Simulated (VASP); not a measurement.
Rh:

```
CELL_PARAMETERS angstrom
-1.55921 1.55921 1.55921
1.55921 -1.55921 1.55921
1.55921 1.55921 -1.55921
ATOMIC_POSITIONS crystal
Rh 0.00000 0.00000 0.00000
```

- Program: VASP 6.6.1
- Task: relaxation of cell and atoms
- Functional: PBEsol
- Potentials or basis: VASP PAW PBE potentials, release 64 (Rh_pv)
- Cutoff: 500 eV
- k mesh: 8 × 8 × 8
- Occupations: gaussian, width 0.1 eV
- Spin: no spin polarisation

At the start: pressure -18.9 GPa; volume 15.16 Å³/atom.

How do energy, volume and symmetry change on relaxing?

Over 4 steps the energy falls by 82.1 meV/atom and the volume is 13.91 Å³/atom (-8.3 %); space group Im-3m (No. 229, to 0.05 Å).

The path:
| step | energy change (eV) | largest force (eV/Å) | pressure (GPa) | volume (Å³) |
| --- | --- | --- | --- | --- |
| 1 | 0.0000 | 0.0000 | -18.86 | 15.16 |
| 2 | 0.3844 | 0.0000 | 77.51 | 11.57 |
| 3 | -0.0818 | 0.0000 | -1.40 | 13.96 |
| 4 | -0.0821 | 0.0000 | -0.38 | 13.91 |

Final structure:
```
CELL_PARAMETERS angstrom
-1.51495 1.51495 1.51495
1.51495 -1.51495 1.51495
1.51495 1.51495 -1.51495
ATOMIC_POSITIONS crystal
Rh 0.00000 0.00000 0.00000
```

Caveat: the PAW data sets were made with another functional, which shifts forces and pressure a little.
